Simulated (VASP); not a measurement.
# BaTiO3 (Amm2) in VASP: single point with PBE+U

Aim: the single point of BaTiO3 with PBE+U.

Program: VASP 6.6.1. These are calculated values, not measurements. Logs are shortened: lines on timing, memory, paths and dates and some standing lists are left out, and cuts for length are marked.

## 1. The cell of the first run

Symmetry: Amm2, No. 38, orthorhombic system. Conventional cell: a = 4.087 Å, b = 5.862 Å, c = 5.731 Å, α = 90.00°, β = 90.00°, γ = 90.00°. Within 3.6 Å of Ba (site symmetry mm2) lie 12 O at 2.77 to 2.96 Å and 8 Ti at 3.46 to 3.58 Å. Ti (site symmetry mm2) has 6 O at 1.88 to 2.23 Å within 2.5 Å. O (site symmetry m) has 2 Ti at 1.88 to 2.23 Å within 2.5 Å. Within 3.0 Å of O (site symmetry mm2) lie 2 Ti at 2.05 Å and 4 Ba at 2.77 to 2.96 Å and 8 O at 2.86 to 2.93 Å.

## 2. Single point, PBE+U (biaxial strain in the a-b plane: +2.0 %, then relaxed in part)

The input, INCAR:

```
SYSTEM = BaTiO3
  PREC = Accurate
  ENCUT = 520
  EDIFF = 1E-6
  ISMEAR = 0
  SIGMA = 0.02
  LREAL = .False.
  LASPH = .True.
  NELM = 150
  ALGO = Normal
  ISIF = 2
  LWAVE = .False.
  LCHARG = .False.
  LMAXMIX = 4
  LDAU = .True.
  LDAUTYPE = 2
  LDAUL = -1 2 -1
  LDAUU = 0 4 0
  LDAUJ = 0 0 0
  LDAUPRINT = 1
  GGA = PE
  NBANDS = 51
```

The input, KPOINTS:

```
regular mesh
0
Gamma
  6 4 4
  0 0 0
```

The input, POSCAR:

```
BaTiO3
1.0
    4.0873255918      0.0000000000      0.0000000000
    0.0000000000      5.8621338316      0.0000000000
    0.0000000000      0.0000000000      5.7311942734
Ba Ti O
2 2 6
Direct
    0.0000000000      0.5000000000      0.5058156610
    0.0000000000      0.0000000000      0.0058156610
    0.5000000000      0.5000000000      0.0190568882
    0.5000000000      0.0000000000      0.5190568882
    0.5000000000      0.7424549481      0.2331637311
    0.5000000000      0.2575450519      0.2331637311
    0.0000000000      0.5000000000      0.9886999886
    0.5000000000      0.2424549481      0.7331637311
    0.5000000000      0.7575450519      0.7331637311
    0.0000000000      0.0000000000      0.4886999886
```

Potentials or basis: VASP PAW PBE potentials, release 64 (Ba_sv, Ti_sv, O).

Launch:

```bash
$ cat potpaw_PBE.64/Ba_sv/POTCAR potpaw_PBE.64/Ti_sv/POTCAR potpaw_PBE.64/O/POTCAR > POTCAR
$ mpirun -np 1 vasp_std > vasp.out
```

OUTCAR:

```text
SYSTEM = BaTiO3
   PREC = Accurate
   ENCUT = 520
   EDIFF = 1E-6
   ISMEAR = 0
   LREAL = .False.
   LASPH = .True.
   NELM = 150
   ISIF = 2
   GGA = PE

 ion  position               nearest neighbor table
   1  0.000  0.500  0.506-   7 2.77   8 2.86   9 2.86   8 2.86   9 2.86  10 2.93  10 2.93   5 2.94
                             6 2.94   6 2.94   5 2.94   7 2.96   3 3.46   3 3.46   4 3.57   4 3.57
   2  0.000  0.000  0.006-  10 2.77   6 2.86   5 2.86   5 2.86   6 2.86   7 2.93   7 2.93   8 2.94
                             9 2.94   8 2.94   9 2.94  10 2.96   4 3.46   4 3.46   3 3.57   3 3.57
   3  0.500  0.500  0.019-   5 1.88   6 1.88   7 2.05   7 2.05   9 2.23   8 2.23   1 3.46   1 3.46
                             2 3.57   2 3.57   2 3.57   2 3.57   1 3.58   1 3.58
   4  0.500  0.000  0.519-   8 1.88   9 1.88  10 2.05  10 2.05   5 2.23   6 2.23   2 3.46   2 3.46
                             1 3.57   1 3.57   1 3.57   1 3.57   2 3.58   2 3.58
   5  0.500  0.742  0.233-   3 1.88   4 2.23   2 2.86   2 2.86   1 2.94   1 2.94
   6  0.500  0.258  0.233-   3 1.88   4 2.23   2 2.86   2 2.86   1 2.94   1 2.94
   7  0.000  0.500  0.989-   3 2.05   3 2.05   1 2.77   2 2.93   2 2.93   1 2.96
   8  0.500  0.242  0.733-   4 1.88   3 2.23   1 2.86   1 2.86   2 2.94   2 2.94
   9  0.500  0.758  0.733-   4 1.88   3 2.23   1 2.86   1 2.86   2 2.94   2 2.94
  10  0.000  0.000  0.489-   4 2.05   4 2.05   2 2.77   1 2.93   1 2.93   2 2.96

  LATTYP: Found a simple orthorhombic cell.
 ALAT       =     4.0873255918
 B/A-ratio  =     1.4021868688
 C/A-ratio  =     1.4342223784

  Lattice vectors:

 A1 = (  -4.0873255918,   0.0000000000,   0.0000000000)
 A2 = (   0.0000000000,   0.0000000000,   5.7311942734)
 A3 = (   0.0000000000,   5.8621338316,   0.0000000000)

Analysis of symmetry for initial positions (statically):
=====================================================================
 Subroutine PRICEL returns following result:

  LATTYP: Found a base centered orthorhombic cell.
 ALAT       =     5.7311942734
 B/A-ratio  =     1.0228468190
 C/A-ratio  =     0.7131717050

  Lattice vectors:

 A1 = (   0.0000000000,  -2.9310669158,  -2.8655971367)
[... 237 lines left out ...]
 -0.0000  0.0000 -0.0401  0.0000  0.2095

 occupancies and eigenvectors

  o =  0.1052  v =  0.0000 -0.0000  0.0000 -1.0000  0.0000  0.0000  0.0000  0.0000  0.0000  0.0000      0.0000  0.0000  0.0000  0.0000  0.0000  0.0000  0.0000  0.0000  0.0000  0.0000
  o =  0.1052  v =  0.0000  0.0000  0.0000  0.0000  0.0000  0.0000 -0.0000  0.0000 -1.0000  0.0000      0.0000  0.0000  0.0000  0.0000  0.0000  0.0000  0.0000  0.0000  0.0000  0.0000
  o =  0.1074  v =  1.0000  0.0000  0.0000  0.0000  0.0000  0.0000  0.0000  0.0000  0.0000  0.0000      0.0000  0.0000  0.0000  0.0000  0.0000  0.0000  0.0000  0.0000  0.0000  0.0000
  o =  0.1074  v =  0.0000  0.0000  0.0000  0.0000  0.0000  1.0000  0.0000  0.0000  0.0000  0.0000      0.0000  0.0000  0.0000  0.0000  0.0000  0.0000  0.0000  0.0000  0.0000  0.0000
  o =  0.1172  v =  0.0000 -0.0000 -0.9173 -0.0000 -0.3983  0.0000  0.0000  0.0000  0.0000  0.0000      0.0000  0.0000  0.0000  0.0000  0.0000  0.0000  0.0000  0.0000  0.0000  0.0000
  o =  0.1172  v =  0.0000  0.0000  0.0000  0.0000  0.0000  0.0000 -0.0000 -0.9173 -0.0000 -0.3983      0.0000  0.0000  0.0000  0.0000  0.0000  0.0000  0.0000  0.0000  0.0000  0.0000
  o =  0.2269  v =  0.0000  0.0000  0.0000  0.0000  0.0000  0.0000 -0.0000  0.3983 -0.0000 -0.9173      0.0000  0.0000  0.0000  0.0000  0.0000  0.0000  0.0000  0.0000  0.0000  0.0000
  o =  0.2269  v =  0.0000 -0.0000  0.3983 -0.0000 -0.9173  0.0000  0.0000  0.0000  0.0000  0.0000      0.0000  0.0000  0.0000  0.0000  0.0000  0.0000  0.0000  0.0000  0.0000  0.0000
  o =  0.2453  v =  0.0000  0.0000  0.0000  0.0000  0.0000  0.0000 -1.0000 -0.0000  0.0000  0.0000      0.0000  0.0000  0.0000  0.0000  0.0000  0.0000  0.0000  0.0000  0.0000  0.0000
  o =  0.2453  v =  0.0000 -1.0000 -0.0000  0.0000  0.0000  0.0000  0.0000  0.0000  0.0000  0.0000      0.0000  0.0000  0.0000  0.0000  0.0000  0.0000  0.0000  0.0000  0.0000  0.0000

 number of electron      79.9999992 magnetization

 Free energy of the ion-electron system (eV)
  ---------------------------------------------------
  ext. energy  EPLUGINS =         0.00000000
  ---------------------------------------------------
  free energy    TOTEN  =       -74.56240028 eV

  energy without entropy =      -74.56240028  energy(sigma->0) =      -74.56240028

 E-fermi :   3.6842     XC(G=0): -10.8908

 val. band max:        3.4712373135   @ k =   0.5000   0.0000   0.0000
 cond. band min:       6.0157268646   @ k =   0.0000   0.0000   0.0000
 fundamental gap:      2.5444895511
 Fermi energy:         3.6841799519

 k-point     1 :       0.0000    0.0000    0.0000
  band No.  band energies     occupation
      1     -54.2524      2.00000
      2     -54.2512      2.00000
      3     -30.4885      2.00000
      4     -30.4595      2.00000
      5     -30.4501      2.00000
      6     -30.4190      2.00000
[... 1285 lines left out ...]
     50      10.2443      0.00000
     51      10.8723      0.00000

 [... further k-points ...]
[... 5 lines left out ...]
  --------------------------------------------------------------------------------------
  -------------------------------------------------------------------------------------
  Total       -2.5715679     -1.7929251      2.7593120      0.0000000      0.0000000      0.0000000
  in kB      -30.0032622    -20.9186010     32.1937303      0.0000000      0.0000000      0.0000000
  external PRESSURE =      -6.2427110 kB  Pullay stress =       0.0000000 kB

 VOLUME and BASIS-vectors are now :
 -----------------------------------------------------------------------------
  energy-cutoff  :      520.00
  volume of cell :      137.32
      direct lattice vectors                 reciprocal lattice vectors
     4.087325592  0.000000000  0.000000000     0.244658757  0.000000000  0.000000000
     0.000000000  5.862133832  0.000000000     0.000000000  0.170586348  0.000000000
     0.000000000  0.000000000  5.731194273     0.000000000  0.000000000  0.174483703

 POSITION                                       TOTAL-FORCE (eV/Angst)
 -----------------------------------------------------------------------------------
      0.00000      2.93107      2.89893         0.000000      0.000000     -0.040949
      0.00000      0.00000      0.03333         0.000000      0.000000     -0.040949
      2.04366      2.93107      0.10922         0.000000     -0.000000     -0.667573
      2.04366      0.00000      2.97482         0.000000      0.000000     -0.667573
      2.04366      4.35237      1.33631        -0.000000      0.357110      0.343488
      2.04366      1.50976      1.33631        -0.000000     -0.357110      0.343488
      0.00000      2.93107      5.66643        -0.000000      0.000000      0.021546
      2.04366      1.42130      4.20190        -0.000000      0.357110      0.343488
      2.04366      4.44083      4.20190         0.000000     -0.357110      0.343488
      0.00000      0.00000      2.80083         0.000000      0.000000      0.021546
 -----------------------------------------------------------------------------------
    total drift:                                0.000000     -0.000000     -0.000489

  FREE ENERGIE OF THE ION-ELECTRON SYSTEM (eV)
  ---------------------------------------------------
  free  energy   TOTEN  =       -74.5624002805 eV

  energy  without entropy=      -74.5624002805  energy(sigma->0) =      -74.56240028
```

Run time: 11 min. Hardware: 1 thread of Intel Xeon 8259CL, shared host; peak memory 0.38 GiB.

Results:

```yaml
Free_energy: -74.5624 eV
Pressure: -0.6 GPa
Largest_force: 0.668 eV/Å
Band_gap_on_the_k_mesh: 2.54 eV
```

Forces in eV/Å, atoms in the order of the input:
```
Ba   0.000  0.000 -0.041
Ba   0.000  0.000 -0.041
Ti   0.000  0.000 -0.668
Ti   0.000  0.000 -0.668
O    0.000  0.357  0.343
O    0.000 -0.357  0.343
O    0.000  0.000  0.022
O    0.000  0.357  0.343
O    0.000 -0.357  0.343
O    0.000  0.000  0.022
```

Stress tensor (GPa, compression positive):
```
-3.00  0.00  0.00
 0.00 -2.09  0.00
 0.00  0.00  3.22
```

Levels at points of the mesh, in eV from the valence-band top:
| k point | band 37 | band 38 | band 39 | band 40 | band 41 | band 42 | band 43 | band 44 |
| --- | --- | --- | --- | --- | --- | --- | --- | --- |
| (0.00, 0.00, 0.00) | -0.55 | -0.52 | -0.49 | -0.23 | 2.54 | 2.55 | 2.73 | 3.88 |
| (0.50, 0.00, 0.00) | -1.10 | -0.16 | -0.06 | 0.00 | 2.85 | 3.71 | 3.90 | 4.00 |
| (0.00, 0.50, 0.00) | -0.99 | -0.99 | -0.56 | -0.56 | 3.19 | 3.19 | 3.34 | 3.34 |
| (0.50, 0.50, 0.00) | -0.60 | -0.60 | -0.48 | -0.48 | 3.53 | 3.53 | 3.92 | 3.92 |
| (0.00, 0.00, 0.50) | -0.96 | -0.96 | -0.73 | -0.73 | 3.24 | 3.24 | 3.35 | 3.35 |
| (0.50, 0.00, 0.50) | -0.67 | -0.67 | -0.44 | -0.44 | 3.70 | 3.70 | 3.93 | 3.93 |
| (0.00, 0.50, 0.50) | -0.97 | -0.97 | -0.85 | -0.85 | 2.68 | 2.68 | 3.84 | 3.84 |
| (0.50, 0.50, 0.50) | -0.99 | -0.99 | -0.11 | -0.11 | 3.83 | 3.83 | 3.89 | 3.89 |

Eigenvalues of the final occupation matrices:
```
    site  spin  trace               eigenvalues
site 3 d     1   0.80  0.11 0.11 0.12 0.23 0.25
site 3 d     2   0.80  0.11 0.11 0.12 0.23 0.25
site 4 d     1   0.80  0.11 0.11 0.12 0.23 0.25
site 4 d     2   0.80  0.11 0.11 0.12 0.23 0.25
```

Caveat: the cell differs from its parent crystal (biaxial strain in the a-b plane: +2.0 %, then relaxed in part); the stress differs along the axes, from -3 to 3 GPa; spin-orbit coupling is left out, which moves the levels of the heavy elements.
